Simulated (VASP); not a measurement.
# TiBeB (P-6m2) in VASP: notebook

Runs on TiBeB. Level: LDA. Tasks: single point.

All numbers are computed with VASP 6.6.1; they aren't measurements. Logs are shortened: lines on timing, memory, paths and dates and some standing lists are left out, and cuts for length are marked.

## Step 1: The cell of the first run

Symmetry: P-6m2, No. 187, hexagonal system. The conventional cell has a = 3.278 Å, b = 3.278 Å, c = 3.143 Å, α = 90.00°, β = 90.00°, γ = 120.00°. Ti (site symmetry -6m2) has 6 Be at 2.46 Å and 6 B at 2.46 Å and 8 Ti at 3.14 to 3.28 Å within 3.3 Å. Within 2.5 Å of Be (site symmetry -6m2) lie 3 B at 1.89 Å and 6 Ti at 2.46 Å. B (site symmetry -6m2) has 3 Be at 1.89 Å and 6 Ti at 2.46 Å within 2.5 Å.

## Step 2: Single point, LDA

Contents of INCAR:

```
PREC     = Accurate       # precision mode
ENCUT    = 600            # plane-wave cutoff, eV
EDIFF    = 1E-6           # SCF threshold, eV
ISMEAR   = -1             # smearing method
SIGMA    = 0.1            # smearing width, eV
LREAL    = False          # projectors in reciprocal space
LASPH    = True           # aspherical terms in the spheres
NELM     = 120            # most SCF steps
ALGO     = Normal         # electronic algorithm
ISIF     = 2              # what is computed and relaxed
LWAVE    = False          # write WAVECAR
LCHARG   = False          # write CHGCAR
GGA      = CA             # functional
NBANDS   = 16             # bands
GGA_COMPAT= False
```

Contents of KPOINTS:

```
Automatic mesh
0
Gamma
  8 8 7
```

Contents of POSCAR:

```
TiBeB
1.0
    3.2782368300      0.0000000000      0.0000000000
   -1.6391184150      2.8390363744      0.0000000000
    0.0000000000      0.0000000000      3.1429130000
Ti Be B
1 1 1
Direct
    0.0000000000      0.0000000000      0.0000000000
    0.3333333333      0.6666666667      0.5000000000
    0.6666666667      0.3333333333      0.5000000000
```

Potentials or basis: VASP PAW LDA potentials, release 64 (Ti_sv, Be, B).

Started as:

```sh
$ cat potpaw_LDA.64/Ti_sv/POTCAR potpaw_LDA.64/Be/POTCAR potpaw_LDA.64/B/POTCAR > POTCAR
$ mpirun -np 1 vasp_std > vasp.out
```

OUTCAR:

```text
PREC = Accurate
   ENCUT = 600
   EDIFF = 1E-6
   ISMEAR = -1
   LREAL = False
   LASPH = True
   NELM = 120
   ISIF = 2
   GGA = CA

 ion  position               nearest neighbor table
   1  0.000  0.000  0.000-   2 2.46   3 2.46   2 2.46   3 2.46   2 2.46   2 2.46   3 2.46   3 2.46
                             3 2.46   3 2.46   2 2.46   2 2.46
   2  0.333  0.667  0.500-   3 1.89   3 1.89   3 1.89   1 2.46   1 2.46   1 2.46   1 2.46   1 2.46
                             1 2.46
   3  0.667  0.333  0.500-   2 1.89   2 1.89   2 1.89   1 2.46   1 2.46   1 2.46   1 2.46   1 2.46
                             1 2.46

  LATTYP: Found a hexagonal cell.
 ALAT       =     3.2782368300
 C/A-ratio  =     0.9587205449

  Lattice vectors:

 A1 = (   3.2782368300,   0.0000000000,   0.0000000000)
 A2 = (  -1.6391184150,   2.8390363744,   0.0000000000)
 A3 = (   0.0000000000,   0.0000000000,   3.1429130000)

Analysis of symmetry for initial positions (statically):
=====================================================================
 Subroutine PRICEL returns:
 Original cell was already a primitive cell.

 Routine SETGRP: Setting up the symmetry group for a
 hexagonal supercell.

 Subroutine GETGRP returns: Found 12 space group operations
 (whereof 12 operations were pure point group operations)
 out of a pool of 24 trial point group operations.

The static configuration has the point symmetry D_3h.

Analysis of symmetry for dynamics (positions and initial velocities):
=====================================================================
 Subroutine PRICEL returns:
 Original cell was already a primitive cell.

 Routine SETGRP: Setting up the symmetry group for a
 hexagonal supercell.

 Subroutine GETGRP returns: Found 12 space group operations
 (whereof 12 operations were pure point group operations)
 out of a pool of 24 trial point group operations.

The dynamic configuration has the point symmetry D_3h.

 Subroutine INISYM returns: Found 12 space group operations
 (whereof 12 operations are pure point group operations),
 and found     1 'primitive' translations

----------------------------------------------------------------------------------------

                                     Primitive cell

  volume of cell :      29.2512

  direct lattice vectors                    reciprocal lattice vectors
     3.278236830  0.000000000  0.000000000     0.305042025  0.176116095  0.000000000
    -1.639118415  2.839036374  0.000000000     0.000000000  0.352232190  0.000000000
     0.000000000  0.000000000  3.142913000     0.000000000  0.000000000  0.318176163

  length of vectors
     3.278236830  3.278236830  3.142913000     0.352232190  0.352232190  0.318176163

  position of ions in fractional coordinates (direct lattice)
     0.000000000  0.000000000  0.000000000
     0.333333333  0.666666667  0.500000000
     0.666666667  0.333333333  0.500000000

  ion indices of the primitive-cell ions
   primitive index   ion index
                 1           1
                 2           2
                 3           3

----------------------------------------------------------------------------------------

 KPOINTS: Automatic mesh

Automatic generation of k-mesh.
 Grid dimensions read from file:
 generate k-points for:    8    8    7

 Generating k-lattice:

  Cartesian coordinates                     Fractional coordinates (reciprocal lattice)
     0.038130253  0.022014512  0.000000000     0.125000000  0.000000000  0.000000000
     0.000000000  0.044029024  0.000000000     0.000000000  0.125000000  0.000000000
     0.000000000  0.000000000  0.045453738     0.000000000  0.000000000  0.142857143

  Length of vectors
     0.044029024  0.044029024  0.045453738

  Shift w.r.t. Gamma in fractional coordinates (k-lattice)
     0.000000000  0.000000000  0.000000000

 Subroutine IBZKPT returns following result:
 ===========================================

 Found     40 irreducible k-points:

 Following reciprocal coordinates:
            Coordinates               Weight
  0.000000  0.000000  0.000000      1.000000
  0.125000  0.000000  0.000000      6.000000
  0.250000  0.000000  0.000000      6.000000
  0.375000 -0.000000  0.000000      6.000000
  0.500000  0.000000  0.000000      3.000000
  0.125000  0.125000  0.000000      6.000000
[... 16 lines left out ...]
  0.250000  0.000000  0.285714     12.000000
  0.375000 -0.000000  0.285714     12.000000
 [... further k-points ...]
   k-points           NKPTS =     40   k-points in BZ     NKDIM =     40   number of bands    NBANDS=     16
   number of dos      NEDOS =    301   number of ions     NIONS =      3
   total plane-waves  NPLWV =  21952
   dimension x,y,z NGX =    28 NGY =   28 NGZ =   28
   dimension x,y,z NGXF=    56 NGYF=   56 NGZF=   56
   ions per type =               1   1   1
   NGX,Y,Z   is equivalent  to a cutoff of  14.20, 14.20, 14.81 a.u.
   NGXF,Y,Z  is equivalent  to a cutoff of  28.40, 28.40, 29.62 a.u.
 SYSTEM =  unknown system
   PREC   = accura    normal or accurate (medium, high low for compatibility)
   ISTART =      0    job   : 0-new  1-cont  2-samecut
   ICHARG =      2    charge: 1-file 2-atom 10-const
   ISPIN  =      1    spin polarized calculation?
   LNONCOLLINEAR =      F non collinear calculations
   LSORBIT =      F    spin-orbit coupling
   LASPH  =      T    aspherical Exc in radial PAW
   ENCUT  =  600.0 eV  44.10 Ry    6.64 a.u.   6.55  6.55  6.28*2*pi/ulx,y,z
   NELM   =    120;   NELMIN=  2; NELMDL= -5     # of ELM steps
   EDIFF  = 0.1E-05   stopping-criterion for ELM
   LREAL  =      F    real-space projection
[... 7 lines left out ...]
   TEBEG  =    0.0;   TEEND  =   0.0 temperature during run
   PSTRESS=    0.0 pullay stress
   NELECT =      17.0000    total number of electrons
   NUPDOWN=      -1.0000    fix difference up-down
   EMIN   =  10.00;   EMAX   =-10.00  energy-range for DOS
   EFERMI =   0.00;   METHOD = LEGACY
   ISMEAR =    -1;   SIGMA  =   0.10  broadening in eV -4-tet -1-fermi 0-gaus
   EFERMI_NEDOS =   21; number of points for ismear=-14 and -15
   IALGO  =     38    algorithm
   IMIX   =      4    mixing-type and parameters
     AMIX     =   0.40;   BMIX     =  1.00
     AMIX_MAG =   1.60;   BMIX_MAG =  1.00
  volume/ion in A,a.u.               =       9.75        65.80
  Fermi-wavevector in a.u.,A,eV,Ry     =   1.366186  2.581718 25.394798  1.866465
  Thomas-Fermi vector in A             =   2.492349
   LORBIT       =      0    0 simple, 1 ext, 2 COOP (PROOUT), +10 PAW based schemes
   GGA     = CA    functional components
   LHFCALC =     F    Hartree Fock is set to
   AEXX    =    0.0000 exact exchange contribution
   IVDW    =     0    specifies the selected vdW correction
   LEPSILON=     F    determine dielectric tensor
   LRPA    =     F    only Hartree local field effects (RPA)
 non-spin polarized calculation
  energy-cutoff  :      600.00
  volume of cell :       29.25
 maximum number of plane-waves:       997
 NGX is ok and might be reduce to    28
   NGX = 13   NGY = 13   NGZ = 13

 number of electron      16.9999999 magnetization

 Free energy of the ion-electron system (eV)
  ---------------------------------------------------
  ext. energy  EPLUGINS =         0.00000000
  ---------------------------------------------------
  free energy    TOTEN  =       -21.93268723 eV

  energy without entropy =      -21.89015171  energy(sigma->0) =      -21.91141947

 E-fermi :   7.4439     XC(G=0): -12.0530

 val. band max:        7.4262458402   @ k =   0.2500   0.0000   0.0000
 cond. band min:       7.4597053678   @ k =   0.3750   0.1250   0.1429
 fundamental gap:      0.0334595276
 Fermi energy:         7.4438805463

 k-point     1 :       0.0000    0.0000    0.0000
  band No.  band energies     occupation
      1     -48.1110      2.00000
      2     -24.6809      2.00000
      3     -24.6664      2.00000
      4     -24.6664      2.00000
      5      -2.3329      2.00000
      6       6.3484      1.99997
[... 8 lines left out ...]
     15      14.8854      0.00000
     16      14.9634      0.00000

 k-point     2 :       0.1250    0.0000    0.0000
  band No.  band energies     occupation
      1     -48.1079      2.00000
      2     -24.6946      2.00000
      3     -24.6769      2.00000
      4     -24.6732      2.00000
      5      -2.0865      2.00000
      6       5.8257      2.00000
[... 8 lines left out ...]
     15      16.1024      0.00000
     16      16.2050      0.00000

 k-point     3 :       0.2500    0.0000    0.0000
  band No.  band energies     occupation
      1     -48.1005      2.00000
      2     -24.7622      2.00000
      3     -24.6895      2.00000
      4     -24.6672      2.00000
      5      -1.3857      2.00000
      6       4.5767      2.00000
[... 8 lines left out ...]
     15      17.3922      0.00000
     16      17.6207      0.00000

 k-point     4 :       0.3750   -0.0000    0.0000
  band No.  band energies     occupation
      1     -48.0931      2.00000
      2     -24.8290      2.00000
      3     -24.7058      2.00000
      4     -24.6576      2.00000
      5      -0.3596      2.00000
      6       3.1160      2.00000
[... 8 lines left out ...]
     15      16.6870      0.00000
     16      17.8347      0.00000
[... 324 lines left out ...]
 k-point    22 :       0.1250    0.0000    0.2857
  band No.  band energies     occupation
      1     -48.0967      2.00000
      2     -24.8039      2.00000
      3     -24.6814      2.00000
      4     -24.6604      2.00000
      5      -1.0169      2.00000
      6       4.3018      2.00000
[... 8 lines left out ...]
     15      17.0170      0.00000
     16      17.7609      0.00000

 k-point    23 :       0.2500    0.0000    0.2857
  band No.  band energies     occupation
      1     -48.0893      2.00000
      2     -24.7923      2.00000
      3     -24.7470      2.00000
      4     -24.6759      2.00000
      5      -0.4478      2.00000
      6       4.5688      2.00000
[... 8 lines left out ...]
     15      16.7061      0.00000
     16      19.0241      0.00000

 k-point    24 :       0.3750   -0.0000    0.2857
  band No.  band energies     occupation
      1     -48.0819      2.00000
      2     -24.8124      2.00000
      3     -24.7803      2.00000
      4     -24.6913      2.00000
      5       0.3437      2.00000
      6       3.5146      2.00000
[... 8 lines left out ...]
     15      16.7838      0.00000
     16      20.3639      0.00000

 [... further k-points ...]

------------------------ aborting loop because EDIFF is reached ----------------------------------------

  FORCE on cell =-STRESS in cart. coord.  units (eV):
  Direction    XX          YY          ZZ          XY          YZ          ZX
  --------------------------------------------------------------------------------------
  -------------------------------------------------------------------------------------
  Total       -1.5053631     -1.5053631     -1.5632121      0.0000000      0.0000000      0.0000000
  in kB      -82.4533325    -82.4533325    -85.6218972      0.0000000      0.0000000      0.0000000
  external PRESSURE =     -83.5095207 kB  Pullay stress =       0.0000000 kB

 VOLUME and BASIS-vectors are now :
 -----------------------------------------------------------------------------
  energy-cutoff  :      600.00
  volume of cell :       29.25
      direct lattice vectors                 reciprocal lattice vectors
     3.278236830  0.000000000  0.000000000     0.305042025  0.176116095  0.000000000
    -1.639118415  2.839036374  0.000000000     0.000000000  0.352232190  0.000000000
     0.000000000  0.000000000  3.142913000     0.000000000  0.000000000  0.318176163

 POSITION                                       TOTAL-FORCE (eV/Angst)
 -----------------------------------------------------------------------------------
      0.00000      0.00000      0.00000        -0.000000      0.000000      0.000000
     -0.00000      1.89269      1.57146        -0.000000      0.000000      0.000000
      1.63912      0.94635      1.57146         0.000000     -0.000000      0.000000
 -----------------------------------------------------------------------------------
    total drift:                               -0.000000      0.000000      0.000000

  FREE ENERGIE OF THE ION-ELECTRON SYSTEM (eV)
  ---------------------------------------------------
  free  energy   TOTEN  =       -21.9326872271 eV

  energy  without entropy=      -21.8901517082  energy(sigma->0) =      -21.91141947
```

Wall time 20 s (1 thread of Intel Xeon Platinum 8259CL at 2.50GHz (Skylake/Cascade Lake), shared host); peak memory 0.16 GiB.

Results:

- Free energy: -21.9327 eV
- Pressure: -8.4 GPa
- Band gap on the k mesh: zero (an odd number of electrons rules out a gap without spin polarisation)

Caveat: the cell stands under tension.

## Step 3: Single point, LDA

Contents of INCAR:

```
SYSTEM = TiBeB
  ALGO = Normal
  EDIFF = 1E-6
  ENCUT = 600
  GGA = CA
  GGA_COMPAT = .False.
  ISIF = 2
  ISMEAR = -1
  LASPH = .True.
  LCHARG = .False.
  LREAL = .False.
  LWAVE = .False.
  NBANDS = 16
  NELM = 120
  PREC = Accurate
  SIGMA = 0.1
```

Contents of KPOINTS:

```
k-points
0
Gamma
  8 8 7
  0 0 0
```

POSCAR is that of step 2.

Potentials or basis: VASP PAW LDA potentials, release 64 (Ti_sv, Be, B).

Started as:

```sh
$ cat potpaw_LDA.64/Ti_sv/POTCAR potpaw_LDA.64/Be/POTCAR potpaw_LDA.64/B/POTCAR > POTCAR
$ mpirun -np 1 vasp_std > vasp.out
```

Wall time 20 s (1 thread of Intel Xeon Platinum 8259CL at 2.50GHz (Skylake/Cascade Lake), shared host); peak memory 0.16 GiB.

Results (log left out):

```yaml
Free_energy: -21.9327 eV
Pressure: -8.4 GPa
Band_gap_on_the_k_mesh: zero (an odd number of electrons rules out a gap without spin polarisation)
```

Stress tensor (GPa, compression positive):
```
-8.25  0.00  0.00
 0.00 -8.25  0.00
 0.00  0.00 -8.56
```

Levels at points of the mesh, in eV from the Fermi level:
| k point | band 6 | band 7 | band 8 | band 9 | band 10 | band 11 |
| --- | --- | --- | --- | --- | --- | --- |
| (0.00, 0.00, 0.00) | -1.10 | -1.10 | -0.62 | 1.21 | 2.56 | 2.56 |
| (0.50, 0.00, 0.00) | -5.27 | -0.80 | -0.74 | -0.54 | 2.23 | 2.84 |

Caveat: the cell stands under tension.

## Step 4: Single point, LDA

Contents of INCAR:

```
SYSTEM = TiBeB
PREC     = Accurate       ! precision mode
ENCUT    = 600            ! plane-wave cutoff, eV
EDIFF    = 1E-6           ! SCF threshold, eV
ISMEAR   = -1             ! smearing method
SIGMA    = 0.1            ! smearing width, eV
LREAL    = .FALSE.        ! projectors in reciprocal space
LASPH    = .TRUE.         ! aspherical terms in the spheres
NELM     = 120            ! most SCF steps
ALGO     = Normal         ! electronic algorithm
ISIF     = 2              ! what is computed and relaxed
LWAVE    = .FALSE.        ! write WAVECAR
LCHARG   = .FALSE.        ! write CHGCAR
NBANDS   = 16             ! bands
GGA_COMPAT= .FALSE.
```

Contents of KPOINTS:

```
Automatic mesh
0
G
  8 8 7
  0 0 0
```

POSCAR is that of step 3.

Started as:

```sh
$ cat potpaw_LDA.64/Ti_sv/POTCAR potpaw_LDA.64/Be/POTCAR potpaw_LDA.64/B/POTCAR > POTCAR
$ mpirun -np 1 vasp_std > vasp.out
```

Wall time 20 s (1 thread of Intel Xeon Platinum 8259CL at 2.50GHz (Skylake/Cascade Lake), shared host); peak memory 0.15 GiB.

It converged, with:

| Quantity | Value |
| --- | --- |
| Free energy | -21.9327 eV |
| Pressure | -8.4 GPa |
| Band gap on the k mesh | zero (an odd number of electrons rules out a gap without spin polarisation) |

Stress tensor (GPa, compression positive):
```
-8.25  0.00  0.00
 0.00 -8.25  0.00
 0.00  0.00 -8.56
```

Levels at points of the mesh, in eV from the Fermi level:
| k point | band 6 | band 7 | band 8 | band 9 | band 10 | band 11 |
| --- | --- | --- | --- | --- | --- | --- |
| (0.00, 0.00, 0.00) | -1.10 | -1.10 | -0.62 | 1.21 | 2.56 | 2.56 |
| (0.50, 0.00, 0.00) | -5.27 | -0.80 | -0.74 | -0.54 | 2.23 | 2.84 |

Caveat: the cell stands under tension.
